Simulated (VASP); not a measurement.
# Ga2O3 (R-3c) in VASP: a series of runs, part 2 of 2

VASP 6.6.1.

**3. Single point, PBE (strain -2.0%)**

The input, INCAR:

```
SYSTEM = Ga2O3
PREC     = Accurate       ! precision mode
ENCUT    = 520            ! plane-wave cutoff, eV
EDIFF    = 1E-6           ! SCF threshold, eV
ISMEAR   = -1             ! smearing method
SIGMA    = 0.02           ! smearing width, eV
LREAL    = .FALSE.        ! projectors in reciprocal space
LASPH    = .TRUE.         ! aspherical terms in the spheres
NELM     = 80             ! most SCF steps
ALGO     = Normal         ! electronic algorithm
ISIF     = 2              ! what is computed and relaxed
LWAVE    = .FALSE.        ! write WAVECAR
LCHARG   = .FALSE.        ! write CHGCAR
GGA      = PE             ! functional
NBANDS   = 55             ! bands
```

The input, KPOINTS:

```
regular mesh
0
G
  6 6 6
  0 0 0
```

The input, POSCAR:

```
Ga2O3
1.0
    2.4424165368      1.4101298450      4.3910261139
   -2.4424165368      1.4101298450      4.3910261139
    0.0000000000     -2.8202596900      4.3910261139
Ga O
4 6
Direct
    0.8553745505      0.8553745505      0.8553745505
    0.6446254495      0.6446254495      0.6446254495
    0.1446254495      0.1446254495      0.1446254495
    0.3553745505      0.3553745505      0.3553745505
    0.7500000000      0.4463013970      0.0536986030
    0.4463013970      0.0536986030      0.7500000000
    0.0536986030      0.7500000000      0.4463013970
    0.2500000000      0.5536986030      0.9463013970
    0.9463013970      0.2500000000      0.5536986030
    0.5536986030      0.9463013970      0.2500000000
```

Potentials or basis: VASP PAW PBE potentials, release 64 (Ga_d, O).

On the command line:

```console
> cat potpaw_PBE.64/Ga_d/POTCAR potpaw_PBE.64/O/POTCAR > POTCAR
> mpirun -np 1 vasp_std > vasp.out
```

OUTCAR:

```text
SYSTEM = Ga2O3
   PREC = Accurate
   ENCUT = 520
   EDIFF = 1E-6
   ISMEAR = -1
   LREAL = .FALSE.
   LASPH = .TRUE.
   NELM = 80
   ISIF = 2
   GGA = PE

 ion  position               nearest neighbor table
   1  0.855  0.855  0.855-   8 1.89  10 1.89   9 1.89   6 2.03   7 2.03   5 2.03   2 2.78   3 2.88
                             3 2.88   3 2.88
   2  0.645  0.645  0.645-   9 1.89  10 1.89   8 1.89   6 2.03   7 2.03   5 2.03   1 2.78   4 2.88
                             4 2.88   4 2.88
   3  0.145  0.145  0.145-   5 1.89   6 1.89   7 1.89  10 2.03   9 2.03   8 2.03   4 2.78   1 2.88
                             1 2.88   1 2.88
   4  0.355  0.355  0.355-   7 1.89   6 1.89   5 1.89  10 2.03   9 2.03   8 2.03   3 2.78   2 2.88
                             2 2.88   2 2.88
   5  0.750  0.446  0.054-   3 1.89   4 1.89   1 2.03   2 2.03
   6  0.446  0.054  0.750-   3 1.89   4 1.89   1 2.03   2 2.03
   7  0.054  0.750  0.446-   4 1.89   3 1.89   1 2.03   2 2.03
   8  0.250  0.554  0.946-   1 1.89   2 1.89   3 2.03   4 2.03
   9  0.946  0.250  0.554-   2 1.89   1 1.89   3 2.03   4 2.03
  10  0.554  0.946  0.250-   1 1.89   2 1.89   3 2.03   4 2.03

  LATTYP: Found a trigonal (rhomboedric) cell.
 ALAT       =     5.2187139270
[... 205 lines left out ...]

 k-point     1 :       0.0000    0.0000    0.0000
  band No.  band energies     occupation
      1     -14.2980      2.00000
      2     -12.0430      2.00000
      3     -12.0430      2.00000
      4     -12.0232      2.00000
      5     -11.9848      2.00000
      6     -11.9848      2.00000
[... 1381 lines left out ...]
     54      17.8132      0.00000
     55      18.1460      0.00000

 [... further k-points ...]
[... 5 lines left out ...]
  --------------------------------------------------------------------------------------
  -------------------------------------------------------------------------------------
  Total       16.0723253     16.0723253     14.2652282     -0.0000000      0.0000000      0.0000000
  in kB      283.7874527    283.7874527    251.8797191     -0.0000000      0.0000000      0.0000000
  external PRESSURE =     273.1515415 kB  Pullay stress =       0.0000000 kB

 VOLUME and BASIS-vectors are now :
 -----------------------------------------------------------------------------
  energy-cutoff  :      520.00
  volume of cell :       90.74
      direct lattice vectors                 reciprocal lattice vectors
     2.442416537  1.410129845  4.391026114     0.204715286  0.118192426  0.075912401
    -2.442416537  1.410129845  4.391026114    -0.204715286  0.118192426  0.075912401
     0.000000000 -2.820259690  4.391026114     0.000000000 -0.236384851  0.075912401

 POSITION                                       TOTAL-FORCE (eV/Angst)
 -----------------------------------------------------------------------------------
      0.00000      0.00000     11.26792         0.000000     -0.000000      0.102671
      0.00000      0.00000      8.49170         0.000000     -0.000000     -0.102671
      0.00000      0.00000      1.90516         0.000000     -0.000000     -0.102671
      0.00000      0.00000      4.68138         0.000000     -0.000000      0.102671
      0.74176      1.53550      5.48878        -0.004170      0.007222      0.000000
      0.95890     -1.41013      5.48878         0.008339     -0.000000      0.000000
     -1.70066     -0.12537      5.48878        -0.004170     -0.007222      0.000000
     -0.74176     -1.53550      7.68430         0.004170     -0.007222      0.000000
      1.70066      0.12537      7.68430         0.004170      0.007222      0.000000
     -0.95890      1.41013      7.68430        -0.008339     -0.000000      0.000000
 -----------------------------------------------------------------------------------
    total drift:                                0.000000     -0.000000     -0.000000

  FREE ENERGIE OF THE ION-ELECTRON SYSTEM (eV)
  ---------------------------------------------------
  free  energy   TOTEN  =       -58.5814466133 eV

  energy  without entropy=      -58.5814466133  energy(sigma->0) =      -58.58144661
```

OSZICAR:

```text
N       E                     dE             d eps       ncg     rms          rms(c)
DAV:   1     0.121534633298E+04    0.12153E+04   -0.39792E+04  4311   0.306E+03
DAV:   2     0.194830772459E+03   -0.10205E+04   -0.95592E+03  3584   0.828E+02
DAV:   3    -0.482141639968E+02   -0.24304E+03   -0.23660E+03  4001   0.264E+02
DAV:   4    -0.667522867300E+02   -0.18538E+02   -0.18343E+02  4402   0.793E+01
DAV:   5    -0.673974781295E+02   -0.64519E+00   -0.64397E+00  4566   0.152E+01    0.175E+01
DAV:   6    -0.584203357677E+02    0.89771E+01   -0.27263E+01  6309   0.636E+01    0.441E+00
DAV:   7    -0.586213966080E+02   -0.20106E+00   -0.35453E+00  3990   0.101E+01    0.327E+00
DAV:   8    -0.586208687596E+02    0.52785E-03   -0.49833E-01  5611   0.695E+00    0.139E+00
DAV:   9    -0.585807496394E+02    0.40119E-01   -0.23292E-01  5514   0.593E+00    0.238E-01
DAV:  10    -0.585812020156E+02   -0.45238E-03   -0.15370E-02  5198   0.119E+00    0.576E-02
DAV:  11    -0.585814333214E+02   -0.23131E-03   -0.17534E-03  4260   0.441E-01    0.204E-02
DAV:  12    -0.585814425945E+02   -0.92731E-05   -0.24540E-04  4179   0.208E-01    0.103E-02
DAV:  13    -0.585814470092E+02   -0.44147E-05   -0.45736E-05  4411   0.499E-02    0.543E-03
DAV:  14    -0.585814466133E+02    0.39589E-06   -0.53603E-06  3998   0.195E-02
   1 F= -.58581447E+02 E0= -.58581447E+02  d E =-.594320E-11
```

Wall time 2.1 min (1 thread of Intel Xeon Platinum 8559C (Emerald Rapids), shared host); peak memory 0.3 GiB.

What came out:

- Free energy: -58.5814 eV
- Pressure: 27.3 GPa
- Largest force: 0.103 eV/Å
- Band gap on the k mesh: 3.52 eV (least direct gap 3.81 eV)

Forces on the atoms (eV/Å):
```
Ga   0.000  0.000  0.103
Ga   0.000  0.000 -0.103
Ga   0.000  0.000 -0.103
Ga   0.000  0.000  0.103
O   -0.004  0.007  0.000
O    0.008  0.000  0.000
O   -0.004 -0.007  0.000
O    0.004 -0.007  0.000
O    0.004  0.007  0.000
O   -0.008  0.000  0.000
```

Stress tensor (GPa, compression positive):
```
28.38  0.00  0.00
 0.00 28.38  0.00
 0.00  0.00 25.19
```

Levels at points of the mesh, in eV from the valence-band top:
| k point | band 42 | band 43 | band 44 | band 45 | band 46 | band 47 |
| --- | --- | --- | --- | --- | --- | --- |
| (0.00, 0.00, 0.00) | -0.29 | -0.29 | -0.29 | 3.52 | 7.29 | 7.30 |
| (0.50, 0.00, 0.00) | -1.08 | -0.16 | -0.16 | 7.06 | 7.06 | 7.36 |
| (0.50, 0.50, 0.00) | -0.70 | -0.24 | -0.14 | 7.28 | 7.43 | 8.20 |
| (0.50, 0.50, 0.50) | -0.31 | -0.31 | -0.31 | 6.53 | 6.53 | 8.47 |

Caveat: the cell differs from its parent crystal (strain -2.0%); the cell stands under pressure. A k mesh can miss the band edges.

**4. Single point, PBE (strain -1.0%)**

The input, INCAR:

```
ALGO     = Normal         # electronic algorithm
EDIFF    = 1E-6           # SCF threshold, eV
ENCUT    = 520            # plane-wave cutoff, eV
GGA      = PE             # functional
ISIF     = 2              # what is computed and relaxed
ISMEAR   = -1             # smearing method
LASPH    = T              # aspherical terms in the spheres
LCHARG   = F              # write CHGCAR
LREAL    = F              # projectors in reciprocal space
LWAVE    = F              # write WAVECAR
NBANDS   = 55             # bands
NELM     = 80             # most SCF steps
PREC     = Accurate       # precision mode
SIGMA    = 0.02           # smearing width, eV
```

The input, KPOINTS:

```
k-points
0
Gamma
  6 6 6
```

The input, POSCAR:

```
Ga2O3
1.0
    2.4673391545      1.4245189250      4.4358325028
   -2.4673391545      1.4245189250      4.4358325028
    0.0000000000     -2.8490378501      4.4358325028
Ga O
4 6
Direct
    0.8553711113      0.8553711113      0.8553711113
    0.6446288887      0.6446288887      0.6446288887
    0.1446288887      0.1446288887      0.1446288887
    0.3553711113      0.3553711113      0.3553711113
    0.7500000000      0.4463557949      0.0536442051
    0.4463557949      0.0536442051      0.7500000000
    0.0536442051      0.7500000000      0.4463557949
    0.2500000000      0.5536442051      0.9463557949
    0.9463557949      0.2500000000      0.5536442051
    0.5536442051      0.9463557949      0.2500000000
```

On the command line:

```console
> cat potpaw_PBE.64/Ga_d/POTCAR potpaw_PBE.64/O/POTCAR > POTCAR
> mpirun -np 1 vasp_std > vasp.out
```

Run time: 1.9 min. Hardware: 1 thread of Intel Xeon Platinum 8559C (Emerald Rapids), shared host; peak memory 0.29 GiB.

It converged, with:

| Property | Result |
| --- | --- |
| Free energy | -58.9829 eV |
| Pressure | 18.3 GPa |
| Largest force | 0.091 eV/Å |
| Band gap on the k mesh | 3.18 eV (least direct gap 3.45 eV) |

Forces in eV/Å, atoms in the order of the input:
```
Ga   0.000  0.000  0.091
Ga   0.000  0.000 -0.091
Ga   0.000  0.000 -0.091
Ga   0.000  0.000  0.091
O   -0.005  0.009  0.000
O    0.011  0.000  0.000
O   -0.005 -0.009  0.000
O    0.005 -0.009  0.000
O    0.005  0.009  0.000
O   -0.011  0.000  0.000
```

Stress tensor (GPa, compression positive):
```
19.04  0.00  0.00
 0.00 19.04  0.00
 0.00  0.00 16.90
```

Levels at points of the mesh, in eV from the valence-band top:
```csv
k point,band 42,band 43,band 44,band 45,band 46,band 47
"(0.00, 0.00, 0.00)",-0.30,-0.27,-0.27,3.18,7.00,7.08
"(0.50, 0.00, 0.00)",-1.03,-0.16,-0.16,6.74,6.74,7.06
"(0.50, 0.50, 0.00)",-0.70,-0.25,-0.14,6.92,7.10,7.92
"(0.50, 0.50, 0.50)",-0.30,-0.30,-0.30,6.21,6.21,8.18
```

Caveat: the cell differs from its parent crystal (strain -1.0%); the cell stands under pressure. A k mesh can miss the band edges.

**5. Summary**

| cell | gap on the mesh (eV) | pressure (GPa) | largest force (eV/Å) |
| --- | --- | --- | --- |
| a = 5.165 Å, angles 55.8°, 10 atoms | 3.88 | 37.5 | 0.12 |
| a = 5.219 Å, angles 55.8°, 10 atoms | 3.52 | 27.3 | 0.10 |
| a = 5.272 Å, angles 55.8°, 10 atoms | 3.18 | 18.3 | 0.09 |

Alike in all rows: task single point; level PBE; potentials or basis VASP PAW PBE potentials, release 64 (Ga_d, O); no spin polarisation; k mesh 6 × 6 × 6; cutoff (eV) 520; smearing fermi-dirac 0.02 eV.

Caveats: the cell stands under pressure.

Absolute energies hang on the potentials; compare differences alone.
